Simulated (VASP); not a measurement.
Write the native input for VASP 6.6.1 that does the following.

| Item | Value |
| --- | --- |
| Task | single point |
| Functional | r2SCAN |
| Potentials or basis | VASP PAW PBE potentials, release 64 (O, Cd, Se) |
| Cutoff | 520 eV |
| k mesh | 6 × 6 × 6 |
| Occupations | fermi-dirac, width 0.02 eV |
| Spin | no spin polarisation |
| Dipole correction | no |
| Further INCAR settings | ALGO = Normal; EDIFF = 1e-06; NBANDS = 26 |

The system is Cd2SeO.

```xyz
4
Lattice="3.7811 0.0000 0.0000 0.0000 3.7811 0.0000 0.0000 0.0000 5.9132" Properties=species:S:1:pos:R:3 pbc="T T T"
O     0.0000    0.0000    0.0000
Cd    0.0000    1.8906    4.7401
Cd    1.8906    0.0000    1.1731
Se    1.8906    1.8906    2.9566
```

This cell differs from its parent crystal: epitaxial xy strain -5.9%.

One way to write it, as run:

POSCAR

```
Cd2SeO
1.0
    3.7811468703      0.0000000000      0.0000000000
    0.0000000000      3.7811468703      0.0000000000
    0.0000000000      0.0000000000      5.9131514706
O Cd Se
1 2 1
Direct
    0.0000000000      0.0000000000      0.0000000000
    0.0000000000      0.5000000000      0.8016166177
    0.5000000000      0.0000000000      0.1983833823
    0.5000000000      0.5000000000      0.5000000000
```

INCAR.step1

```
SYSTEM = Cd2SeO
PREC = Accurate ; ENCUT = 520
ISMEAR = -1 ; SIGMA = 0.02
LREAL = .False. ; LASPH = .True.
NELM = 100 ; NBANDS = 26
GGA = PE ; ALGO = Normal
EDIFF = 1E-4 ; LWAVE = .True.
LCHARG = .False.
```

INCAR.step2

```
SYSTEM = Cd2SeO
PREC = Accurate ; ENCUT = 520
EDIFF = 1E-6 ; ISMEAR = -1
SIGMA = 0.02 ; LREAL = .False.
LASPH = .True. ; NELM = 100
ALGO = Normal ; ISIF = 2
LWAVE = .False. ; LCHARG = .True.
METAGGA = R2SCAN ; LMIXTAU = .True.
LELF = .True. ; LVHAR = .True.
NBANDS = 26 ; ISTART = 1
```

KPOINTS

```
regular mesh
0
Gamma
  6 6 6
  0 0 0
```

Potentials or basis: VASP PAW PBE potentials, release 64 (O, Cd, Se).

Command:

```bash
$ cat potpaw_PBE.64/O/POTCAR potpaw_PBE.64/Cd/POTCAR potpaw_PBE.64/Se/POTCAR > POTCAR
$ cp INCAR.step1 INCAR
$ mpirun -np 1 vasp_std > vasp.out
$ cp INCAR.step2 INCAR
$ mpirun -np 1 vasp_std > vasp.out
```

Results of the run:

- Pressure: 2.8 GPa
- Largest force: 0.067 eV/Å
- Band gap on the k mesh: zero (band 18 reaches 1.42 eV, above the bottom of band 19 at 1.32 eV)

Caveat: the cell differs from its parent crystal (epitaxial xy strain -5.9%); the PAW data sets were made with another functional, which shifts forces and pressure a little.

It took 2.8 min on 1 thread of Intel(R) Xeon(R) Platinum 8124M CPU @ 3.00GHz (Skylake/Cascade Lake), with other jobs on the host, peak memory 0.25 GiB.
